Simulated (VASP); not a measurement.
NaF, 2 atoms in the cell. Symmetry: Fm-3m, No. 225, cubic system. The conventional cell has a = 4.572 Å, b = 4.572 Å, c = 4.572 Å, α = 90.00°, β = 90.00°, γ = 90.00°. Na (site symmetry m-3m) has 6 F at 2.29 Å within 3.0 Å. F (site symmetry m-3m) has 6 Na at 2.29 Å within 3.0 Å. 

* Program: VASP 6.6.1
* Task: single point
* Functional: PBE
* Potentials or basis: VASP PAW PBE potentials, release 64 (Na_pv, F)
* Cutoff: 600 eV
* k mesh: 8 × 8 × 8
* Occupations: tetrahedron
* Spin: no spin polarisation
* Dipole correction: no
* Further INCAR settings: ALGO = Normal; EDIFF = 1e-06; NBANDS = 14

Potentials or basis: VASP PAW PBE potentials, release 64 (Na_pv, F).

The run is started by

```sh
$ cat potpaw_PBE.64/Na_pv/POTCAR potpaw_PBE.64/F/POTCAR > POTCAR
$ mpirun -np 1 vasp_std > vasp.out
```

Hardware: 1 thread of Intel(R) Xeon(R) Platinum 8488C (Sapphire Rapids) (shared host).

Question: Estimate the wall time of this run.

Answer: Wall time 8.6 s on 1 thread of Intel(R) Xeon(R) Platinum 8488C (Sapphire Rapids), on a shared host, peak memory 0.15 GiB. Counts: scf iterations 12, k points 29.
